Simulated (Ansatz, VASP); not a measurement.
## ScAl3 in VASP and in Ansatz

The input POSCAR:

```
ScAl3
1.0
    4.2081026657      0.0000000000      0.0000000000
    0.0000000000      3.9629704715      0.0000000000
    0.0000000000      0.0000000000      4.0855365686
Sc Al
1 3
Direct
    0.0000000000      0.0000000000      0.0000000000
    0.5000000000      0.0000000000      0.5000000000
    0.0000000000      0.5000000000      0.5000000000
    0.5000000000      0.5000000000      0.0000000000
```

The input INCAR.step1:

```
PREC     = Accurate       # precision mode
ENCUT    = 520            # plane-wave cutoff, eV
ISMEAR   = 0              # smearing method
SIGMA    = 0.15           # smearing width, eV
LREAL    = False          # projectors in reciprocal space
LASPH    = True           # aspherical terms in the spheres
NELM     = 80             # most SCF steps
NBANDS   = 18             # bands
GGA      = PE             # functional
ALGO     = Normal         # electronic algorithm
EDIFF    = 1E-4           # SCF threshold, eV
LWAVE    = True           # write WAVECAR
LCHARG   = False          # write CHGCAR
```

Contents of INCAR.step2:

```
PREC     = Accurate       # precision mode
ENCUT    = 520            # plane-wave cutoff, eV
EDIFF    = 1E-7           # SCF threshold, eV
ISMEAR   = 0              # smearing method
SIGMA    = 0.15           # smearing width, eV
LREAL    = False          # projectors in reciprocal space
LASPH    = True           # aspherical terms in the spheres
NELM     = 80             # most SCF steps
ALGO     = Normal         # electronic algorithm
ISIF     = 2              # what is computed and relaxed
LWAVE    = False          # write WAVECAR
LCHARG   = True           # write CHGCAR
METAGGA  = R2SCAN         # meta-GGA
LMIXTAU  = True         
LELF     = True           # ELF
LVHAR    = True         
NBANDS   = 18             # bands
ISTART   = 1
```

The input KPOINTS:

```
Automatic mesh
0
Gamma
  12 12 12
```

Input for Ansatz:

```yaml
crystal:
  lattice:
    - [4.2081026657, 0.0, 0.0]
    - [0.0, 3.9629704715, 0.0]
    - [0.0, 0.0, 4.0855365686]
  atoms:
    - { symbol: Sc, position: [0.0, 0.0, 0.0] }
    - { symbol: Al, position: [0.5, 0.0, 0.5] }
    - { symbol: Al, position: [0.0, 0.5, 0.5] }
    - { symbol: Al, position: [0.5, 0.5, 0.0] }
basis:
  ecutwfc: 500
kpoints:
  mp_grid: { grid: [12, 12, 12] }
hamiltonian:
  xc: r2scan
scf:
  occupations: { method: gaussian, width: 0.15 }
output:
  forces: true
  stress: true
  eigenvalues: true
```

Change from the starting cell: strain +0.0300 x Voigt [1, -1, 0, 0, 0, 0], atoms carried along.

Alike in both runs: task single point; functional r2SCAN; k mesh 12 × 12 × 12; occupations gaussian, width 0.15 eV; no spin polarisation.

|  | VASP | Ansatz |
| --- | --- | --- |
| version | VASP 6.6.1 | Ansatz 0.2.0 |
| potentials or method | VASP PAW PBE potentials, release 64 (Sc_sv, Al), cutoff 520 eV | scalar-relativistic, plane waves, PAW |
| valence electrons in the cell | 20 | 20 |

```tsv
	VASP	Ansatz	Ansatz less VASP
gap on the k mesh at the Fermi level (eV)	none	none	-
pressure (GPa)	0.3	0.3	+0.01
traceless stress, the component that is largest in VASP (GPa)	-4.78	-4.78	-0.001
```

VASP's potentials were made for PBE, not for r2SCAN. A gap of «none» marks a metal or a gap that the smearing closes.
